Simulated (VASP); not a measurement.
Write the native input for VASP 6.6.1 that does the following.

* Task: single point
* Functional: PBE
* Potentials or basis: VASP PAW PBE potentials, release 64 (Sn_d, Te, O)
* Cutoff: 520 eV
* k mesh: 10 × 10 × 10
* Occupations: gaussian, width 0.1 eV
* Spin: no spin polarisation
* Dipole correction: no
* Further INCAR settings: ALGO = Normal; EDIFF = 1e-06; NBANDS = 31

The structure of SnTeO4 lies in POSCAR:

```
SnTeO4
1.0
   -2.5408628702      2.5408628702      2.8673680122
    2.5408628702     -2.5408628702      2.8673680122
    2.5408628702      2.5408628702     -2.8673680122
Sn Te O
1 1 4
Direct
    0.0000000000      0.0000000000      0.0000000000
    0.5000000000      0.5000000000      0.0000000000
    0.9536922546      0.4536922546      0.9073845092
    0.5463077454      0.0463077454      0.0926154908
    0.0463077454      0.9536922546      0.5000000000
    0.4536922546      0.5463077454      0.5000000000
```

The cell was generated, and may not be a known phase.

These files were run (other wordings do the same):

INCAR

```
SYSTEM = SnTeO4
PREC = Accurate
ENCUT = 520
EDIFF = 1E-6
ISMEAR = 0
SIGMA = 0.1
LREAL = .False.
LASPH = .True.
NELM = 80
ALGO = Normal
ISIF = 2
LWAVE = .False.
LCHARG = .False.
GGA = PE
NBANDS = 31
```

KPOINTS

```
regular mesh
0
Gamma
  10 10 10
  0 0 0
```

Potentials or basis: VASP PAW PBE potentials, release 64 (Sn_d, Te, O).

Run with:

```console
$ cat potpaw_PBE.64/Sn_d/POTCAR potpaw_PBE.64/Te/POTCAR potpaw_PBE.64/O/POTCAR > POTCAR
$ mpirun -np 1 vasp_std > vasp.out
```

Results of the run:

```yaml
Pressure: -0.3 GPa
Largest_force: 0.008 eV/Å
Band_gap_on_the_k_mesh: zero (bands 22 and 23 overlap by 0.87 eV)
```

Caveat: spin-orbit coupling is left out, which moves the levels of the heavy elements.

Wall time 98 s on 1 thread of Intel(R) Xeon(R) 6975P-C (Granite Rapids), on a shared host, peak memory 0.35 GiB.
